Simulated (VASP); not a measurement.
The system is VW3.

```
V W
1.0
     0.00000    3.12512    3.12512
     3.12512    0.00000    3.12512
     3.12512    3.12512    0.00000
V W
1 3
Direct
  0.00000 0.00000 0.00000
  0.25000 0.25000 0.25000
  0.75000 0.75000 0.75000
  0.50000 0.50000 0.50000
```

Base run:

| Item | Value |
| --- | --- |
| Program | VASP 6.6.1 |
| Functional | PBEsol |
| Dispersion | D3(BJ) |
| Potentials or basis | VASP PAW PBE potentials, release 64 (V_sv, W_sv) |
| Cutoff | 520 eV |
| k mesh | 7 × 7 × 7 |
| Occupations | methfessel-paxton, width 0.5 eV |
| Spin | collinear spin, ferromagnetic start |
| Starting moments | [1.5, 0.0, 0.0, 0.0] μB |

Its results: pressure -12.4 GPa; net moment 0.00 μB per cell.

The run is repeated on the same cell with these changes: occupations from methfessel-paxton, width 0.5 eV to methfessel-paxton, width 0.1 eV. What comes out?

Pressure -11.9 GPa; net moment 0.00 μB per cell.

Caveats: three body term missing; the cell stands under tension; the PAW data sets were made with another functional, which shifts forces and pressure a little; so wide a smearing shifts energies and pressures (at least some runs).
